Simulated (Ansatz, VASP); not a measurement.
## BeTe: VASP beside Ansatz

POSCAR

```
BeTe
1.0
    0.0000000000      2.8286236287      2.7426334704
    2.8286236287      0.0000000000      2.7426334704
    2.8286236287      2.8286236287      0.0000000000
Be Te
1 1
Direct
    0.0000000000      0.0000000000      0.0000000000
    0.2500000000      0.2500000000      0.2500000000
```

Contents of INCAR.step1:

```
SYSTEM = BeTe
PREC = Accurate ; ENCUT = 520
ISMEAR = 0 ; SIGMA = 0.01
LREAL = .FALSE. ; LASPH = .TRUE.
NELM = 100 ; NBANDS = 11
GGA = PE ; ALGO = Normal
EDIFF = 1E-4 ; LWAVE = .TRUE.
LCHARG = .FALSE.
```

Contents of INCAR.step2:

```
SYSTEM = BeTe
PREC = Accurate ; ENCUT = 520
EDIFF = 1E-6 ; ISMEAR = 0
SIGMA = 0.01 ; LREAL = .FALSE.
LASPH = .TRUE. ; NELM = 100
ALGO = Normal ; ISIF = 2
LWAVE = .FALSE. ; LCHARG = .FALSE.
METAGGA = R2SCAN ; LMIXTAU = .TRUE.
NBANDS = 11 ; ISTART = 1
```

Contents of KPOINTS:

```
Automatic mesh
0
G
  8 8 8
  0 0 0
```

Input for Ansatz:

```yaml
crystal:
  lattice:
    - [0.0, 2.8286236287, 2.7426334704]
    - [2.8286236287, 0.0, 2.7426334704]
    - [2.8286236287, 2.8286236287, 0.0]
  atoms:
    - { symbol: Be, position: [0.0, 0.0, 0.0] }
    - { symbol: Te, position: [0.25, 0.25, 0.25] }
kpoints:
  mp_grid: { grid: [8, 8, 8] }
  band_path:
    path:
      - [0.0, 0.0, 0.0]
      - [-0.5, -0.5, 0.0]
      - [-0.375, -0.375, 0.25]
      - [-0.375, 0.0, 0.375]
      - [0.0, 0.0, 0.5]
      - [-0.5, -0.25, 0.25]
    npoints: 1
hamiltonian:
  xc: r2scan
scf:
  occupations: { method: fixed }
  n_extra_bands: 4
output:
  forces: true
  stress: true
  eigenvalues: true
```

Change from the starting cell: uniaxial_z strain -3.0%.

Alike in both runs: task single point; functional r2SCAN; k mesh 8 × 8 × 8; no spin polarisation.

|  | VASP | Ansatz |
| --- | --- | --- |
| version | VASP 6.6.1 | Ansatz 0.2.0 |
| potentials or method | VASP PAW PBE potentials, release 64 (Be, Te) | plane waves, PAW |
| plane-wave cutoff (eV) | 520 | 500 |
| occupations | gaussian, width 0.01 eV | fixed |
| valence electrons in the cell | 8 | 18 |

Ansatz gave:

- gap on the k mesh at the Fermi level (eV): 2.04
- pressure (GPa): 1.9
- traceless stress, the component that is largest in VASP (GPa): 1.25

**Question.** What did VASP give for the same quantities?

**Answer.** gap on the k mesh at the Fermi level (eV): 2.03; pressure (GPa): 2.1; traceless stress, the component that is largest in VASP (GPa): 1.24.

VASP's potentials were made for PBE, not for r2SCAN. VASP's potentials hold 8 valence electrons a cell and Ansatz's 18, so a difference there can come from the potentials and not from the codes.

Neither program's run includes spin-orbit coupling.
